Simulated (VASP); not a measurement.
# Sb5S2 (C2/m) in VASP: single point with PBE

Aim: the single point of Sb5S2 with PBE.

Everything below comes from runs of VASP 6.6.1. Logs are shortened: lines on timing, memory, paths and dates and some standing lists are left out, and cuts for length are marked.

**1. The cell of the first run**

It takes space group C2/m (No. 12, monoclinic). The conventional cell has a = 11.310 Å, b = 7.714 Å, c = 5.055 Å, α = 90.00°, β = 110.41°, γ = 90.00°. Within 3.7 Å of Sb (site symmetry 2/m) lie 2 S at 2.83 Å and 4 Sb at 3.07 Å. Sb (site symmetry 1) has 2 S at 2.63 to 3.28 Å and 3 Sb at 2.93 to 3.23 Å within 3.5 Å. Within 3.5 Å of S (site symmetry m) lie 5 Sb at 2.63 to 3.28 Å.

**2. Single point, PBE**

File INCAR:

```
ALGO = Normal ; EDIFF = 1E-7
ENCUT = 520 ; GGA = PE
ISIF = 2 ; ISMEAR = 0
LASPH = T ; LCHARG = F
LREAL = F ; LWAVE = F
NBANDS = 28 ; NELM = 60
PREC = Accurate ; SIGMA = 0.2
```

File KPOINTS:

```
k-points
0
Gamma
  3 3 4
```

File POSCAR:

```
Sb5S2
1.0
    5.6370983986     -3.8571574020      0.4494167077
    5.6370983986      3.8571574020      0.4494167077
   -2.1337163415      0.0000000000      4.5825482725
Sb S
5 2
Direct
    0.0000000000      0.0000000000      0.0000000000
    0.8611236304      0.4046537002      0.7590567562
    0.5953462998      0.1388763696      0.2409432438
    0.1388763696      0.5953462998      0.2409432438
    0.4046537002      0.8611236304      0.7590567562
    0.1989643806      0.1989643806      0.5274816525
    0.8010356194      0.8010356194      0.4725183475
```

Potentials or basis: VASP PAW PBE potentials, release 64 (Sb, S).

Launch:

```sh
cat potpaw_PBE.64/Sb/POTCAR potpaw_PBE.64/S/POTCAR > POTCAR
mpirun -np 1 vasp_std > vasp.out
```

OUTCAR:

```text
EDIFF = 1E-7
   ENCUT = 520
   GGA = PE
   ISIF = 2
   ISMEAR = 0
   LASPH = T
   LREAL = F
   NELM = 60
   PREC = Accurate

 ion  position               nearest neighbor table
   1  0.000  0.000  0.000-   6 2.83   7 2.83   3 3.07   4 3.07   5 3.07   2 3.07
   2  0.861  0.405  0.759-   6 2.63   4 2.93   1 3.07   3 3.23   7 3.28   5 3.52
   3  0.595  0.139  0.241-   7 2.63   5 2.93   1 3.07   2 3.23   6 3.28   4 3.52
   4  0.139  0.595  0.241-   7 2.63   2 2.93   1 3.07   5 3.23   6 3.28   3 3.52
   5  0.405  0.861  0.759-   6 2.63   3 2.93   1 3.07   4 3.23   7 3.28   2 3.52
   6  0.199  0.199  0.527-   2 2.63   5 2.63   1 2.83   3 3.28   4 3.28
   7  0.801  0.801  0.473-   3 2.63   4 2.63   1 2.83   2 3.28   5 3.28

  LATTYP: Found a base centered monoclinic cell.
 ALAT       =    11.3099697140
 B/A-ratio  =     0.6820809427
 C/A-ratio  =     0.4469461559
 COS(beta)  =    -0.3487237371

  Lattice vectors:

 A1 = (   5.6370983986,  -3.8571574020,   0.4494167077)
 A2 = (   5.6370983986,   3.8571574020,   0.4494167077)
 A3 = (  -2.1337163415,   0.0000000000,   4.5825482725)

Analysis of symmetry for initial positions (statically):
=====================================================================
 Subroutine PRICEL returns:
 Original cell was already a primitive cell.

 Routine SETGRP: Setting up the symmetry group for a
 base centered monoclinic supercell.

 Subroutine GETGRP returns: Found  4 space group operations
 (whereof  4 operations were pure point group operations)
 out of a pool of  4 trial point group operations.

The static configuration has the point symmetry C_2h.

Analysis of symmetry for dynamics (positions and initial velocities):
=====================================================================
 Subroutine PRICEL returns:
 Original cell was already a primitive cell.

 Routine SETGRP: Setting up the symmetry group for a
 base centered monoclinic supercell.

 Subroutine GETGRP returns: Found  4 space group operations
 (whereof  4 operations were pure point group operations)
 out of a pool of  4 trial point group operations.

The dynamic configuration has the point symmetry C_2h.

 Subroutine INISYM returns: Found  4 space group operations
 (whereof  4 operations are pure point group operations),
 and found     1 'primitive' translations

----------------------------------------------------------------------------------------

[... 94 lines left out ...]
   NSW    =      0    number of steps for IOM
   IBRION =     -1    ionic relax: 0-MD 1-quasi-New 2-CG
   NFREE  =      0    steps in history (QN), initial steepest desc. (CG)
   ISIF   =      2    stress and relaxation
   ISYM   =      2    0-nonsym 1-usesym 2-fastsym
   POTIM  = 0.5000    time-step for ionic-motion
   TEBEG  =    0.0;   TEEND  =   0.0 temperature during run
   PSTRESS=    0.0 pullay stress
   NELECT =      37.0000    total number of electrons
   NUPDOWN=      -1.0000    fix difference up-down
   EMIN   =  10.00;   EMAX   =-10.00  energy-range for DOS
   EFERMI =   0.00;   METHOD = LEGACY
   ISMEAR =     0;   SIGMA  =   0.20  broadening in eV -4-tet -1-fermi 0-gaus
   EFERMI_NEDOS =   21; number of points for ismear=-14 and -15
   IALGO  =     38    algorithm
   IMIX   =      4    mixing-type and parameters
     AMIX     =   0.40;   BMIX     =  1.00
     AMIX_MAG =   1.60;   BMIX_MAG =  1.00
  volume/ion in A,a.u.               =      29.53       199.25
  Fermi-wavevector in a.u.,A,eV,Ry     =   0.922668  1.743590 11.582865  0.851317
  Thomas-Fermi vector in A             =   2.048220
   LORBIT       =      0    0 simple, 1 ext, 2 COOP (PROOUT), +10 PAW based schemes
   GGA     = PE    functional components
   LHFCALC =     F    Hartree Fock is set to
   AEXX    =    0.0000 exact exchange contribution
   IVDW    =     0    specifies the selected vdW correction
   LEPSILON=     F    determine dielectric tensor
   LRPA    =     F    only Hartree local field effects (RPA)
 non-spin polarized calculation
 Gauss-broadening in eV      SIGMA  =   0.20
  energy-cutoff  :      520.00
  volume of cell :      206.68
 maximum number of plane-waves:      5593
 NGX is ok and might be reduce to    54
   NGX = 25   NGY = 25   NGZ = 19

 number of electron      36.9999996 magnetization

 Free energy of the ion-electron system (eV)
  ---------------------------------------------------
  ext. energy  EPLUGINS =         0.00000000
  ---------------------------------------------------
  free energy    TOTEN  =       -28.43829680 eV

  energy without entropy =      -28.37110323  energy(sigma->0) =      -28.40470002

 E-fermi :   5.9195     XC(G=0):  -9.1392

 val. band max:        5.9130168183   @ k =   0.3333   0.3333   0.2500
 cond. band min:       5.9233641872   @ k =  -0.3333   0.3333   0.5000
 fundamental gap:      0.0103473689
 Fermi energy:         5.9195328316

 k-point     1 :       0.0000    0.0000    0.0000
  band No.  band energies     occupation
      1      -8.2123      2.00000
      2      -7.2837      2.00000
      3      -4.0831      2.00000
      4      -3.9022      2.00000
      5      -3.1834      2.00000
      6      -2.7986      2.00000
[... 423 lines left out ...]
     27       9.6586      0.00000
     28      10.8498      0.00000

------------------------ aborting loop because EDIFF is reached ----------------------------------------

  FORCE on cell =-STRESS in cart. coord.  units (eV):
  Direction    XX          YY          ZZ          XY          YZ          ZX
  --------------------------------------------------------------------------------------
  -------------------------------------------------------------------------------------
  Total        0.3191111     -0.6665000     -0.2001963      0.0000000      0.0000000     -0.2548577
  in kB        2.4737906     -5.1667938     -1.5519474      0.0000000      0.0000000     -1.9756899
  external PRESSURE =      -1.4149835 kB  Pullay stress =       0.0000000 kB

 VOLUME and BASIS-vectors are now :
 -----------------------------------------------------------------------------
  energy-cutoff  :      520.00
  volume of cell :      206.68
      direct lattice vectors                 reciprocal lattice vectors
     5.637098399 -3.857157402  0.449416708     0.085523375 -0.129629141  0.039821211
     5.637098399  3.857157402  0.449416708     0.085523375  0.129629141  0.039821211
    -2.133716342  0.000000000  4.582548273    -0.016774786  0.000000000  0.210408556

 POSITION                                       TOTAL-FORCE (eV/Angst)
 -----------------------------------------------------------------------------------
      0.00000      0.00000      0.00000         0.000000      0.000000      0.000000
      5.51570     -1.76068      4.04728         0.022481     -0.038940     -0.004834
      3.62478     -1.76068      1.43411        -0.022481     -0.038940      0.004834
      3.62478      1.76068      1.43411        -0.022481      0.038940      0.004834
      5.51570      1.76068      4.04728         0.022481      0.038940     -0.004834
      1.11767      0.00000      2.59605        -0.039301      0.000000      0.052690
      8.02281      0.00000      2.88534         0.039301      0.000000     -0.052690
 -----------------------------------------------------------------------------------
    total drift:                               -0.000000      0.000000      0.000000

  FREE ENERGIE OF THE ION-ELECTRON SYSTEM (eV)
  ---------------------------------------------------
  free  energy   TOTEN  =       -28.4382968026 eV

  energy  without entropy=      -28.3711032327  energy(sigma->0) =      -28.40470002
```

stdout:

```text
POSCAR found type information on POSCAR SbS
 POSCAR found :  2 types and       7 ions
 scaLAPACK will be used
 LDA part: xc-table for (Slater+PW92), standard interpolation
 POSCAR, INCAR and KPOINTS ok, starting setup
 FFT: planning ... GRIDC
 FFT: planning ... GRID_SOFT
 FFT: planning ... GRID
 WAVECAR not read
 entering main loop
```

It took 53 s on 1 thread of AMD EPYC 9R45 (Zen 5), shared host; peak memory 0.32 GiB.

What came out:

- Free energy: -28.4383 eV
- Pressure: -0.1 GPa
- Largest force: 0.066 eV/Å

Forces in eV/Å, atoms in the order of the input:
```
Sb   0.000  0.000  0.000
Sb   0.022 -0.039 -0.005
Sb  -0.022 -0.039  0.005
Sb  -0.022  0.039  0.005
Sb   0.022  0.039 -0.005
S   -0.039  0.000  0.053
S    0.039  0.000 -0.053
```

Stress tensor (GPa, compression positive):
```
 0.25  0.00 -0.20
 0.00 -0.52  0.00
-0.20  0.00 -0.16
```

Caveat: spin-orbit coupling is left out, which moves the levels of the heavy elements.
